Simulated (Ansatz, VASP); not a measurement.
B: VASP beside Ansatz

File INCAR:

```
SYSTEM = B
  ALGO = Normal
  EDIFF = 1E-7
  ENCUT = 520
  GGA = PE
  ISIF = 2
  ISMEAR = 0
  LASPH = .TRUE.
  LCHARG = .FALSE.
  LREAL = .FALSE.
  LWAVE = .FALSE.
  NBANDS = 22
  NELM = 80
  PREC = Accurate
  SIGMA = 0.1
```

File KPOINTS:

```
k-points
0
G
  4 4 6
  0 0 0
```

The input POSCAR:

```
B
1.0
    4.3928394800      0.0000000000      0.0000000000
    0.0000000000      4.3928394800      0.0000000000
    0.0000000000      0.0000000000      2.9666095200
B
8
Direct
    0.9304124400      0.4206246800      0.1610747100
    0.0695875600      0.5793753200      0.6610747100
    0.5793753200      0.9304124400      0.9110747100
    0.4206246800      0.0695875600      0.4110747100
    0.1368851100      0.2049938400      0.7795018800
    0.8631148900      0.7950061600      0.2795018800
    0.7950061600      0.1368851100      0.5295018800
    0.2049938400      0.8631148900      0.0295018800
```

Input for Ansatz:

```yaml
crystal:
  lattice:
    - [4.39283948, 0.0, 0.0]
    - [0.0, 4.39283948, 0.0]
    - [0.0, 0.0, 2.96660952]
  atoms:
    - { symbol: B, position: [0.93041244, 0.42062468, 0.16107471] }
    - { symbol: B, position: [0.06958756, 0.57937532, 0.66107471] }
    - { symbol: B, position: [0.57937532, 0.93041244, 0.91107471] }
    - { symbol: B, position: [0.42062468, 0.06958756, 0.41107471] }
    - { symbol: B, position: [0.13688511, 0.20499384, 0.77950188] }
    - { symbol: B, position: [0.86311489, 0.79500616, 0.27950188] }
    - { symbol: B, position: [0.79500616, 0.13688511, 0.52950188] }
    - { symbol: B, position: [0.20499384, 0.86311489, 0.02950188] }
basis:
  ecutwfc: 420
kpoints:
  mp_grid: { grid: [4, 4, 6] }
hamiltonian:
  xc: pbe
scf:
  occupations: { method: gaussian, width: 0.1 }
  lower_state_search: "off"
output:
  forces: true
  stress: true
  eigenvalues: true
```

Alike in both runs: task single point; functional PBE; k mesh 4 × 4 × 6; occupations gaussian, width 0.1 eV; no spin polarisation.

|  | VASP | Ansatz |
| --- | --- | --- |
| version | VASP 6.6.1 | Ansatz 0.2.0 |
| potentials or method | VASP PAW PBE potentials, release 64 (B), cutoff 520 eV | scalar-relativistic, plane waves, PAW |
| valence electrons in the cell | 24 | 24 |

```tsv
	VASP	Ansatz	Ansatz less VASP
gap on the k mesh at the Fermi level (eV)	none	none	-
pressure (GPa)	23.9	23.8	-0.04
traceless stress, the component that is largest in VASP (GPa)	-3.74	-3.74	+0.002
rms of the force components (eV/Å)	1.482	1.482	-0.0002
```

Atom by atom the forces differ by 0.003 eV/Å (rms over components). A gap of «none» marks a metal or a gap that the smearing closes. The functional is the same, so the differences come from potentials, cutoffs and numerics.
